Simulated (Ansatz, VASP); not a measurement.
One calculation of Rb, two programs

The input INCAR:

```
SYSTEM = Rb
PREC = Accurate ; ENCUT = 520
EDIFF = 1E-6 ; ISMEAR = 0
SIGMA = 0.15 ; LREAL = .False.
LASPH = .True. ; NELM = 100
ALGO = Fast ; ISIF = 2
LWAVE = .False. ; LCHARG = .False.
GGA = PE ; IVDW = 12
NBANDS = 16
```

Contents of KPOINTS:

```
Automatic mesh
0
Gamma
  10 10 6
  0 0 0
```

File POSCAR:

```
Rb
1.0
    2.1029070600     -4.3297492603      0.0000000000
    2.1029070600      4.3297492603      0.0000000000
    0.0000000000      0.0000000000      7.6005071405
Rb
2
Direct
    0.8359965595      0.1640034405      0.7500000000
    0.1640034405      0.8359965595      0.2500000000
```

Input for Ansatz:

```yaml
crystal:
  lattice:
    - [2.10290706, -4.3297492603, 0.0]
    - [2.10290706, 4.3297492603, 0.0]
    - [0.0, 0.0, 7.6005071405]
  atoms:
    - { symbol: Rb, position: [0.8359965595, 0.1640034405, 0.75] }
    - { symbol: Rb, position: [0.1640034405, 0.8359965595, 0.25] }
basis:
  ecutwfc: 420
kpoints:
  mp_grid: { grid: [10, 10, 6] }
hamiltonian:
  xc: pbe
  dispersion: d3bj
scf:
  occupations: { method: gaussian, width: 0.15 }
output:
  forces: true
  stress: true
  eigenvalues: true
```

Change from the starting cell: normal strain along x -0.1500, normal strain along z -0.0550.

Alike in both runs: task single point; functional PBE; dispersion D3(BJ); k mesh 10 × 10 × 6; occupations gaussian, width 0.15 eV; no spin polarisation.

|  | VASP | Ansatz |
| --- | --- | --- |
| version | VASP 6.6.1 | Ansatz 0.2.0 |
| potentials or method | VASP PAW PBE potentials, release 64 (Rb_sv), cutoff 520 eV | scalar-relativistic, plane waves, PAW |
| valence electrons in the cell | 18 | 18 |

|  | VASP | Ansatz | Ansatz less VASP |
| --- | --- | --- | --- |
| gap on the k mesh at the Fermi level (eV) | none | none | - |
| pressure (GPa) | 1.0 | 1.0 | 0.00 |
| traceless stress, the component that is largest in VASP (GPa) | 0.55 | 0.55 | -0.001 |
| rms of the force components (eV/Å) | 0.030 | 0.030 | 0.0000 |

Atom by atom the forces differ by 0.000 eV/Å (rms over components). A gap of «none» marks a metal or a gap that the smearing closes.
